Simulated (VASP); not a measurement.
Crystal: CdS (Hawleyite).

```
Cd S
1.0
     0.00000    2.88735    2.88735
     2.88735    0.00000    2.88735
     2.88735    2.88735    0.00000
Cd S
1 1
Direct
  0.00000 0.00000 0.00000
  0.25000 0.25000 0.25000
```

Base run:

* Program: VASP 6.6.1
* Functional: PBE
* Potentials or basis: VASP PAW PBE potentials, release 64 (Cd, S)
* Cutoff: 520 eV
* k mesh: 6 × 6 × 6
* Occupations: gaussian, width 0.01 eV
* Spin: no spin polarisation

Its results: band gap on the k mesh 1.21 eV, direct; pressure 5.4 GPa.

Q: The run is repeated on the same cell with these changes: potentials or basis from VASP PAW PBE potentials, release 64 (Cd, S) to VASP PAW PBE potentials, release 64 (Cd_sv_GW, S); cutoff from 520 eV to 540 eV; further incar settings from ALGO = Normal; EDIFF = 1e-06; NBANDS = 16 to ALGO = Normal; EDIFF = 1e-06; NBANDS = 20; valence electrons from 18 to 26. What comes out?

A: Band gap on the k mesh 1.21 eV, direct; pressure 3.9 GPa.

